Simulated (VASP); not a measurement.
# Ag (P6/mmm) in VASP: further runs, part 2 of 2

VASP 6.6.1. The steps go on from the part before.

## 4. Single point, RPBE (volume scaled by 0.96)

The input, INCAR:

```
PREC = Accurate
ENCUT = 520
EDIFF = 1E-6
ISMEAR = -1
SIGMA = 0.1
LREAL = F
LASPH = T
NELM = 80
ALGO = Normal
ISIF = 2
LWAVE = F
LCHARG = F
GGA = RP
NBANDS = 24
```

The input, KPOINTS:

```
Automatic mesh
0
Gamma
  9 9 12
```

The input, POSCAR:

```
Ag
1.0
    4.7338256029      0.0000000000      0.0000000000
   -2.3669128014      4.0996132292      0.0000000000
    0.0000000000      0.0000000000      2.8379205316
Ag
3
Direct
    1.0000000000      1.0000000000      0.0000000000
    0.3333333333      0.6666666667      0.5000000000
    0.6666666667      0.3333333333      0.5000000000
```

Potentials or basis: VASP PAW PBE potentials, release 64 (Ag).

On the command line:

```console
cat potpaw_PBE.64/Ag/POTCAR > POTCAR
mpirun -np 1 vasp_std > vasp.out
```

OUTCAR:

```text
PREC = Accurate
   ENCUT = 520
   EDIFF = 1E-6
   ISMEAR = -1
   LREAL = F
   LASPH = T
   NELM = 80
   ISIF = 2
   GGA = RP

 ion  position               nearest neighbor table
   1  0.000  0.000  0.000-   2 3.08   3 3.08   2 3.08   3 3.08   2 3.08   2 3.08   3 3.08   3 3.08
                             3 3.08   3 3.08   2 3.08   2 3.08
   2  0.333  0.667  0.500-   3 2.73   3 2.73   3 2.73   1 3.08   1 3.08   1 3.08   1 3.08   1 3.08
                             1 3.08
   3  0.667  0.333  0.500-   2 2.73   2 2.73   2 2.73   1 3.08   1 3.08   1 3.08   1 3.08   1 3.08
                             1 3.08

  LATTYP: Found a hexagonal cell.
 ALAT       =     4.7338256029
 C/A-ratio  =     0.5994983275

  Lattice vectors:

 A1 = (   4.7338256029,   0.0000000000,   0.0000000000)
 A2 = (  -2.3669128014,   4.0996132292,   0.0000000000)
 A3 = (   0.0000000000,   0.0000000000,   2.8379205316)

Analysis of symmetry for initial positions (statically):
=====================================================================
 Subroutine PRICEL returns:
 Original cell was already a primitive cell.

 Routine SETGRP: Setting up the symmetry group for a
 hexagonal supercell.

 Subroutine GETGRP returns: Found 24 space group operations
 (whereof 24 operations were pure point group operations)
 out of a pool of 24 trial point group operations.

The static configuration has the point symmetry D_6h.

Analysis of symmetry for dynamics (positions and initial velocities):
=====================================================================
 Subroutine PRICEL returns:
 Original cell was already a primitive cell.

 Routine SETGRP: Setting up the symmetry group for a
 hexagonal supercell.

 Subroutine GETGRP returns: Found 24 space group operations
 (whereof 24 operations were pure point group operations)
 out of a pool of 24 trial point group operations.

[... 112 lines left out ...]
   PSTRESS=    0.0 pullay stress
   NELECT =      33.0000    total number of electrons
   NUPDOWN=      -1.0000    fix difference up-down
   EMIN   =  10.00;   EMAX   =-10.00  energy-range for DOS
   EFERMI =   0.00;   METHOD = LEGACY
   ISMEAR =    -1;   SIGMA  =   0.10  broadening in eV -4-tet -1-fermi 0-gaus
   EFERMI_NEDOS =   21; number of points for ismear=-14 and -15
   IALGO  =     38    algorithm
   IMIX   =      4    mixing-type and parameters
     AMIX     =   0.40;   BMIX     =  1.00
     AMIX_MAG =   1.60;   BMIX_MAG =  1.00
  volume/ion in A,a.u.               =      18.36       123.89
  Fermi-wavevector in a.u.,A,eV,Ry     =   1.380154  2.608114 25.916735  1.904826
  Thomas-Fermi vector in A             =   2.505058
   LORBIT       =      0    0 simple, 1 ext, 2 COOP (PROOUT), +10 PAW based schemes
   GGA     = RP    functional components
   LHFCALC =     F    Hartree Fock is set to
   AEXX    =    0.0000 exact exchange contribution
   IVDW    =     0    specifies the selected vdW correction
   LEPSILON=     F    determine dielectric tensor
   LRPA    =     F    only Hartree local field effects (RPA)
 non-spin polarized calculation
  energy-cutoff  :      520.00
  volume of cell :       55.08
 maximum number of plane-waves:      1504
 NGX is ok and might be reduce to    36
   NGX = 17   NGY = 17   NGZ = 11

 number of electron      32.9999992 magnetization

 Free energy of the ion-electron system (eV)
  ---------------------------------------------------
  ext. energy  EPLUGINS =         0.00000000
  ---------------------------------------------------
  free energy    TOTEN  =        -6.41783501 eV

  energy without entropy =       -6.38905808  energy(sigma->0) =       -6.40344655

 E-fermi :   7.6657     XC(G=0): -11.6260

 val. band max:        7.6462686532   @ k =   0.3333   0.1111   0.0833
 cond. band min:       7.6689185969   @ k =   0.3333   0.3333   0.3333
 fundamental gap:      0.0226499436
 Fermi energy:         7.6656850158

 k-point     1 :       0.0000    0.0000    0.0000
  band No.  band energies     occupation
      1       0.3845      2.00000
      2       1.6216      2.00000
      3       2.5970      2.00000
      4       2.7622      2.00000
      5       2.8381      2.00000
      6       2.8381      2.00000
[... 637 lines left out ...]
     23      21.8159      0.00000
     24      21.9426      0.00000

 [... further k-points ...]
[... 5 lines left out ...]
  --------------------------------------------------------------------------------------
  -------------------------------------------------------------------------------------
  Total        1.1550059      1.1550059      0.8779293      0.0000000     -0.0000000      0.0000000
  in kB       33.6000095     33.6000095     25.5396396      0.0000000     -0.0000000      0.0000000
  external PRESSURE =      30.9132195 kB  Pullay stress =       0.0000000 kB

 VOLUME and BASIS-vectors are now :
 -----------------------------------------------------------------------------
  energy-cutoff  :      520.00
  volume of cell :       55.08
      direct lattice vectors                 reciprocal lattice vectors
     4.733825603  0.000000000  0.000000000     0.211245636  0.121962725  0.000000000
    -2.366912801  4.099613229  0.000000000     0.000000000  0.243925450  0.000000000
     0.000000000  0.000000000  2.837920532     0.000000000  0.000000000  0.352370684

 POSITION                                       TOTAL-FORCE (eV/Angst)
 -----------------------------------------------------------------------------------
      0.00000      0.00000      0.00000        -0.000000      0.000000     -0.000000
     -0.00000      2.73308      1.41896        -0.000000     -0.000000      0.000000
      2.36691      1.36654      1.41896         0.000000      0.000000     -0.000000
 -----------------------------------------------------------------------------------
    total drift:                                0.000000      0.000000     -0.000000

  FREE ENERGIE OF THE ION-ELECTRON SYSTEM (eV)
  ---------------------------------------------------
  free  energy   TOTEN  =        -6.4178350086 eV

  energy  without entropy=       -6.3890580825  energy(sigma->0) =       -6.40344655
```

OSZICAR:

```text
N       E                     dE             d eps       ncg     rms          rms(c)
DAV:   1     0.207706213771E+03    0.20771E+03   -0.16479E+04  4064   0.132E+03
DAV:   2    -0.356274970004E+01   -0.21127E+03   -0.19682E+03  4272   0.304E+02
DAV:   3    -0.693198315408E+01   -0.33692E+01   -0.33583E+01  4712   0.447E+01
DAV:   4    -0.694496942355E+01   -0.12986E-01   -0.12985E-01  4576   0.269E+00
DAV:   5    -0.694511115138E+01   -0.14173E-03   -0.14173E-03  4944   0.307E-01    0.741E+00
DAV:   6    -0.643512882137E+01    0.50998E+00   -0.14509E+00  4552   0.111E+01    0.518E+00
DAV:   7    -0.642179420163E+01    0.13335E-01   -0.23460E-02  4720   0.121E+00    0.295E+00
DAV:   8    -0.641776433231E+01    0.40299E-02   -0.30277E-03  4632   0.423E-01    0.124E-01
DAV:   9    -0.641779055511E+01   -0.26223E-04   -0.39533E-05  5000   0.818E-02    0.348E-02
DAV:  10    -0.641783133508E+01   -0.40780E-04   -0.31871E-05  4640   0.511E-02    0.286E-02
DAV:  11    -0.641783515737E+01   -0.38223E-05   -0.16679E-06  4136   0.106E-02    0.869E-04
DAV:  12    -0.641783500860E+01    0.14877E-06   -0.82739E-08  2680   0.233E-03
   1 F= -.64178350E+01 E0= -.64034465E+01  d E =-.287769E-01
```

stdout:

```text
POSCAR found type information on POSCAR Ag
 POSCAR found :  1 types and       3 ions
 scaLAPACK will be used
 -----------------------------------------------------------------------------
|                                                                             |
|                                                                             |
|     You enforced a specific xc type in the INCAR file but a different       |
|     I HOPE YOU KNOW WHAT YOU ARE DOING!                                     |
|                                                                             |
 -----------------------------------------------------------------------------

 LDA part: xc-table for (Slater+PW92), standard interpolation
 POSCAR, INCAR and KPOINTS ok, starting setup
 FFT: planning ... GRIDC
 FFT: planning ... GRID_SOFT
 FFT: planning ... GRID
 WAVECAR not read
 entering main loop
```

Wall time 3.5 min (1 thread of AMD EPYC 7R13, shared host); peak memory 0.2 GiB.

What came out:

* Free energy: -6.4178 eV
* Pressure: 3.1 GPa

Levels at points of the mesh, in eV from the Fermi level:
```csv
k point,band 12,band 13,band 14,band 15,band 16,band 17,band 18,band 19,band 20,band 21
"(0.00, 0.00, 0.00)",-3.96,-3.89,-3.89,-2.98,-2.98,4.37,4.37,4.37,4.37,4.66
"(0.00, 0.00, 0.50)",-3.35,-3.14,-3.14,-2.58,-0.48,0.07,6.80,7.25,7.25,7.82
```

Caveat: the cell differs from its parent crystal (volume scaled by 0.96); the PAW data sets were made with another functional, which shifts forces and pressure a little.

## 5. Single point, RPBE

This run uses another cell than the first one, of 19.12 Å³/atom, 1.136 times its volume.

The input, INCAR:

```
SYSTEM = Ag
ALGO     = Normal         ! electronic algorithm
EDIFF    = 1E-6           ! SCF threshold, eV
ENCUT    = 520            ! plane-wave cutoff, eV
GGA      = RP             ! functional
ISIF     = 2              ! what is computed and relaxed
ISMEAR   = -1             ! smearing method
LASPH    = .TRUE.         ! aspherical terms in the spheres
LCHARG   = .TRUE.         ! write CHGCAR
LELF     = .TRUE.         ! ELF
LREAL    = .FALSE.        ! projectors in reciprocal space
LVHAR    = .TRUE.       
LWAVE    = .FALSE.        ! write WAVECAR
NBANDS   = 24             ! bands
NELM     = 60             ! most SCF steps
PREC     = Accurate       ! precision mode
SIGMA    = 0.1            ! smearing width, eV
```

The input, KPOINTS:

```
k-points
0
G
  9 9 12
  0 0 0
```

The input, POSCAR:

```
Ag
1.0
    4.7986805881      0.0000000000      0.0000000000
   -2.3993402940      4.1557792939      0.0000000000
    0.0000000000      0.0000000000      2.8768009868
Ag
3
Direct
    1.0000000000      1.0000000000      0.0000000000
    0.3333333333      0.6666666667      0.5000000000
    0.6666666667      0.3333333333      0.5000000000
```

On the command line:

```console
cat potpaw_PBE.64/Ag/POTCAR > POTCAR
mpirun -np 1 vasp_std > vasp.out
```

Run time: 3.5 min. Hardware: 1 thread of AMD EPYC 7R13, shared host; peak memory 0.21 GiB.

The run converged. Its results:

```yaml
Free_energy: -6.4395 eV
Pressure: -0.1 GPa
```

Stress tensor (GPa, compression positive):
```
 0.12  0.00  0.00
 0.00  0.12  0.00
 0.00  0.00 -0.47
```

Levels at points of the mesh, in eV from the Fermi level:
```
           k point  band 13  band 14  band 15  band 16  band 17  band 18  band 19  band 20
(0.00, 0.00, 0.00)    -3.82    -3.82    -2.97    -2.97     4.25     4.25     4.26     4.26
(0.00, 0.00, 0.50)    -3.12    -3.12    -2.60    -0.47     0.01     6.67     7.09     7.09
```

Caveat: the PAW data sets were made with another functional, which shifts forces and pressure a little.

## 6. The runs side by side

| cell | gap on the mesh (eV) | pressure (GPa) |
| --- | --- | --- |
| a = 4.598, b = 4.598, c = 2.757 Å, angles 90.0, 90.0, 120.0°, 3 atoms | none | 12.7 |
| a = 4.667, b = 4.667, c = 2.798 Å, angles 90.0, 90.0, 120.0°, 3 atoms | none | 7.3 |
| a = 4.734, b = 4.734, c = 2.838 Å, angles 90.0, 90.0, 120.0°, 3 atoms | none | 3.1 |
| a = 4.799, b = 4.799, c = 2.877 Å, angles 90.0, 90.0, 120.0°, 3 atoms | none | -0.1 |

Alike in all rows: task single point; level RPBE; potentials or basis VASP PAW PBE potentials, release 64 (Ag); no spin polarisation; k mesh 9 × 9 × 12; cutoff (eV) 520; smearing fermi-dirac 0.1 eV.

Caveats: the PAW data sets were made with another functional, which shifts forces and pressure a little.

Absolute energies hang on the potentials; compare differences alone.
